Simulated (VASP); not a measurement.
# WC2 (I4/mmm) in VASP: single point with PBEsol

Aim: the single point of WC2 with PBEsol.

All numbers are computed with VASP 6.6.1; they aren't measurements. Logs are shortened: lines on timing, memory, paths and dates and some standing lists are left out, and cuts for length are marked.

## 1. The cell of the first run

Symmetry: I4/mmm, No. 139, tetragonal system. The conventional cell has a = 3.018 Å, b = 3.018 Å, c = 5.938 Å, α = 90.00°, β = 90.00°, γ = 90.00°. Within 1.9 Å of C (site symmetry 4mm) lie 1 C at 1.44 Å. W (site symmetry 4/mmm) has 10 C at 2.25 Å and 4 W at 3.02 Å within 3.1 Å.

## 2. Single point, PBEsol

Contents of INCAR:

```
SYSTEM = WC2
PREC = Accurate
ENCUT = 910
EDIFF = 1E-6
ISMEAR = 0
SIGMA = 0.1
LREAL = .False.
LASPH = .True.
NELM = 120
ALGO = Normal
ISIF = 2
LWAVE = .False.
LCHARG = .True.
GGA = PS
LELF = .True.
LVHAR = .True.
NBANDS = 18
GGA_COMPAT = .False.
```

Contents of KPOINTS:

```
Automatic mesh
0
Gamma
  10 10 10
  0 0 0
```

Contents of POSCAR:

```
WC2
1.0
   -1.5089353734      1.5089353734      2.9688640196
    1.5089353734     -1.5089353734      2.9688640196
    1.5089353734      1.5089353734     -2.9688640196
C W
2 1
Direct
    0.3788415649      0.3788415649      0.0000000000
    0.6211584351      0.6211584351      0.0000000000
    0.0000000000      0.0000000000      0.0000000000
```

Potentials or basis: VASP PAW PBE potentials, release 64 (C_h, W_sv).

Started as:

```
cat potpaw_PBE.64/C_h/POTCAR potpaw_PBE.64/W_sv/POTCAR > POTCAR
mpirun -np 1 vasp_std > vasp.out
```

OUTCAR:

```text
SYSTEM = WC2
   PREC = Accurate
   ENCUT = 910
   EDIFF = 1E-6
   ISMEAR = 0
   LREAL = .False.
   LASPH = .True.
   NELM = 120
   ISIF = 2
   GGA = PS

 ion  position               nearest neighbor table
   1  0.379  0.379  0.000-   2 1.44   3 2.25   3 2.25   3 2.25   3 2.25   3 2.25
   2  0.621  0.621  0.000-   1 1.44   3 2.25   3 2.25   3 2.25   3 2.25   3 2.25
   3  0.000  0.000  0.000-   1 2.25   2 2.25   2 2.25   1 2.25   2 2.25   2 2.25   2 2.25   1 2.25
                             1 2.25   1 2.25

  LATTYP: Found a body centered tetragonal cell.
 ALAT       =     3.0178707468
 C/A-ratio  =     1.9675223154

  Lattice vectors:

 A1 = (  -1.5089353734,   1.5089353734,   2.9688640196)
 A2 = (   1.5089353734,  -1.5089353734,   2.9688640196)
 A3 = (   1.5089353734,   1.5089353734,  -2.9688640196)

Analysis of symmetry for initial positions (statically):
=====================================================================
 Subroutine PRICEL returns:
 Original cell was already a primitive cell.

 Routine SETGRP: Setting up the symmetry group for a
 body centered tetragonal supercell.

 Subroutine GETGRP returns: Found 16 space group operations
 (whereof 16 operations were pure point group operations)
 out of a pool of 16 trial point group operations.

The static configuration has the point symmetry D_4h.

Analysis of symmetry for dynamics (positions and initial velocities):
=====================================================================
 Subroutine PRICEL returns:
 Original cell was already a primitive cell.

 Routine SETGRP: Setting up the symmetry group for a
 body centered tetragonal supercell.

 Subroutine GETGRP returns: Found 16 space group operations
 (whereof 16 operations were pure point group operations)
 out of a pool of 16 trial point group operations.

The dynamic configuration has the point symmetry D_4h.

 Subroutine INISYM returns: Found 16 space group operations
 (whereof 16 operations are pure point group operations),
 and found     1 'primitive' translations

----------------------------------------------------------------------------------------

                                     Primitive cell

  volume of cell :      27.0391

  direct lattice vectors                    reciprocal lattice vectors
    -1.508935373  1.508935373  2.968864020     0.000000000  0.331359453  0.168414584
     1.508935373 -1.508935373  2.968864020     0.331359453  0.000000000  0.168414584
[... 80 lines left out ...]
   ICHARG =      2    charge: 1-file 2-atom 10-const
   ISPIN  =      1    spin polarized calculation?
   LNONCOLLINEAR =      F non collinear calculations
   LSORBIT =      F    spin-orbit coupling
   LASPH  =      T    aspherical Exc in radial PAW
   ENCUT  =  910.0 eV  66.88 Ry    8.18 a.u.   8.99  8.99  8.99*2*pi/ulx,y,z
   NELM   =    120;   NELMIN=  2; NELMDL= -5     # of ELM steps
   EDIFF  = 0.1E-05   stopping-criterion for ELM
   LREAL  =      F    real-space projection
   EDIFFG = 0.1E-04   stopping-criterion for IOM
   NSW    =      0    number of steps for IOM
   IBRION =     -1    ionic relax: 0-MD 1-quasi-New 2-CG
   NFREE  =      0    steps in history (QN), initial steepest desc. (CG)
   ISIF   =      2    stress and relaxation
   ISYM   =      2    0-nonsym 1-usesym 2-fastsym
   POTIM  = 0.5000    time-step for ionic-motion
   TEBEG  =    0.0;   TEEND  =   0.0 temperature during run
   PSTRESS=    0.0 pullay stress
   NELECT =      22.0000    total number of electrons
   NUPDOWN=      -1.0000    fix difference up-down
   EMIN   =  10.00;   EMAX   =-10.00  energy-range for DOS
   EFERMI =   0.00;   METHOD = LEGACY
   ISMEAR =     0;   SIGMA  =   0.10  broadening in eV -4-tet -1-fermi 0-gaus
   EFERMI_NEDOS =   21; number of points for ismear=-14 and -15
   IALGO  =     38    algorithm
   IMIX   =      4    mixing-type and parameters
     AMIX     =   0.40;   BMIX     =  1.00
     AMIX_MAG =   1.60;   BMIX_MAG =  1.00
  volume/ion in A,a.u.               =       9.01        60.82
  Fermi-wavevector in a.u.,A,eV,Ry     =   1.528335  2.888134 31.780592  2.335808
  Thomas-Fermi vector in A             =   2.636108
   LORBIT       =      0    0 simple, 1 ext, 2 COOP (PROOUT), +10 PAW based schemes
   GGA     = PS    functional components
   LHFCALC =     F    Hartree Fock is set to
   AEXX    =    0.0000 exact exchange contribution
   IVDW    =     0    specifies the selected vdW correction
   LEPSILON=     F    determine dielectric tensor
   LRPA    =     F    only Hartree local field effects (RPA)
 non-spin polarized calculation
 Gauss-broadening in eV      SIGMA  =   0.10
  energy-cutoff  :      910.00
  volume of cell :       27.04
 maximum number of plane-waves:      1734
   NGX = 17   NGY = 17   NGZ = 17

 number of electron      22.0000000 magnetization

 Free energy of the ion-electron system (eV)
  ---------------------------------------------------
  ext. energy  EPLUGINS =         0.00000000
  ---------------------------------------------------
  free energy    TOTEN  =       -29.99692095 eV

  energy without entropy =      -29.98762576  energy(sigma->0) =      -29.99227335

 E-fermi :  11.7133     XC(G=0): -13.7724

 val. band max:       11.7057884273   @ k =  -0.4000   0.4000   0.4000
 cond. band min:      11.7269197322   @ k =  -0.2000   0.2000   0.1000
 fundamental gap:      0.0211313049
 Fermi energy:        11.7132847381

 k-point     1 :       0.0000    0.0000    0.0000
  band No.  band energies     occupation
      1     -63.2087      2.00000
      2     -27.4262      2.00000
      3     -27.4262      2.00000
      4     -27.1842      2.00000
      5      -6.5393      2.00000
      6       2.6874      2.00000
[... 481 lines left out ...]
      5      -4.5330      2.00000
      6       1.9399      2.00000
[... 10 lines left out ...]
     17      21.4128      0.00000
     18      24.0841      0.00000

 [... further k-points ...]
[... 5 lines left out ...]
  --------------------------------------------------------------------------------------
  -------------------------------------------------------------------------------------
  Total        0.1863931      0.1863931      0.1770587      0.0000000      0.0000000     -0.0000000
  in kB       11.0445714     11.0445714     10.4914713      0.0000000      0.0000000     -0.0000000
  external PRESSURE =      10.8602047 kB  Pullay stress =       0.0000000 kB

 VOLUME and BASIS-vectors are now :
 -----------------------------------------------------------------------------
  energy-cutoff  :      910.00
  volume of cell :       27.04
      direct lattice vectors                 reciprocal lattice vectors
    -1.508935373  1.508935373  2.968864020     0.000000000  0.331359453  0.168414584
     1.508935373 -1.508935373  2.968864020     0.331359453  0.000000000  0.168414584
     1.508935373  1.508935373 -2.968864020     0.331359453  0.331359453  0.000000000

 POSITION                                       TOTAL-FORCE (eV/Angst)
 -----------------------------------------------------------------------------------
      0.00000      0.00000      2.24946        -0.000000     -0.000000     -0.057900
      0.00000      0.00000      3.68827         0.000000      0.000000      0.057900
      0.00000      0.00000      0.00000        -0.000000     -0.000000      0.000000
 -----------------------------------------------------------------------------------
    total drift:                                0.000000      0.000000     -0.000000

  FREE ENERGIE OF THE ION-ELECTRON SYSTEM (eV)
  ---------------------------------------------------
  free  energy   TOTEN  =       -29.9969209455 eV

  energy  without entropy=      -29.9876257607  energy(sigma->0) =      -29.99227335
```

stdout:

```text
POSCAR found type information on POSCAR C W
 POSCAR found :  2 types and       3 ions
 scaLAPACK will be used
 -----------------------------------------------------------------------------
|                                                                             |
|                                                                             |
|     You enforced a specific xc type in the INCAR file but a different       |
|     I HOPE YOU KNOW WHAT YOU ARE DOING!                                     |
|                                                                             |
 -----------------------------------------------------------------------------

 LDA part: xc-table for (Slater+PW92), standard interpolation
 POSCAR, INCAR and KPOINTS ok, starting setup
 FFT: planning ... GRIDC
 FFT: planning ... GRID_SOFT
 FFT: planning ... GRID
 WAVECAR not read
 entering main loop
```

It took 38 s on 1 thread of Intel Xeon 6975P-C (Granite Rapids), shared host; peak memory 0.28 GiB.

Results:

| Property | Result |
| --- | --- |
| Free energy | -29.9969 eV |
| Pressure | 1.1 GPa |
| Largest force | 0.058 eV/Å |
| Band gap on the k mesh | zero (bands 11 and 12 overlap by 3.64 eV) |

Forces in eV/Å, atoms in the order of the input:
```
C    0.000  0.000 -0.058
C    0.000  0.000  0.058
W    0.000  0.000  0.000
```

Caveat: the cutoff is under 1.25 times the usual one of these potentials, so pressure, stress and relaxed cells hold a basis-set (Pulay) error; the PAW data sets were made with another functional, which shifts forces and pressure a little; spin-orbit coupling is left out, which moves the levels of the heavy elements.
